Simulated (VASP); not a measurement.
BaTiO3, 5 atoms in the cell. It takes space group R3m (No. 160, trigonal). The conventional cell has a = 5.655 Å, b = 5.655 Å, c = 6.884 Å, α = 90.00°, β = 90.00°, γ = 120.00°. Within 3.7 Å of Ba (site symmetry 3m) lie 12 O at 2.77 to 2.86 Å and 8 Ti at 3.35 to 3.54 Å. Ti (site symmetry 3m) has 6 O at 1.87 to 2.13 Å within 2.5 Å. O (site symmetry m) has 2 Ti at 1.87 to 2.13 Å within 2.5 Å.  This cell differs from its parent crystal: zz strain of -1 %.

| Quantity | Value |
| --- | --- |
| Program | VASP 6.6.1 |
| Task | single point |
| Functional | PBE |
| Potentials or basis | VASP PAW PBE potentials, release 64 (Ba_sv, Ti_sv, O) |
| Cutoff | 520 eV |
| k mesh | 9 × 9 × 9 |
| Occupations | fermi-dirac, width 0.05 eV |
| Spin | no spin polarisation |
| Dipole correction | no |
| Further INCAR settings | ALGO = Normal; EDIFF = 1e-07; NBANDS = 28 |

Potentials or basis: VASP PAW PBE potentials, release 64 (Ba_sv, Ti_sv, O).

The run is started by

```console
$ cat potpaw_PBE.64/Ba_sv/POTCAR potpaw_PBE.64/Ti_sv/POTCAR potpaw_PBE.64/O/POTCAR > POTCAR
$ mpirun -np 1 vasp_std > vasp.out
```

Hardware: 1 thread of Intel(R) Xeon(R) Platinum 8488C (Sapphire Rapids) (shared host).

Estimate the wall time of this run.

It took 100 s on 1 thread of Intel(R) Xeon(R) Platinum 8488C (Sapphire Rapids) (shared host), peak memory 0.28 GiB. Counts: scf iterations 16, k points 85.
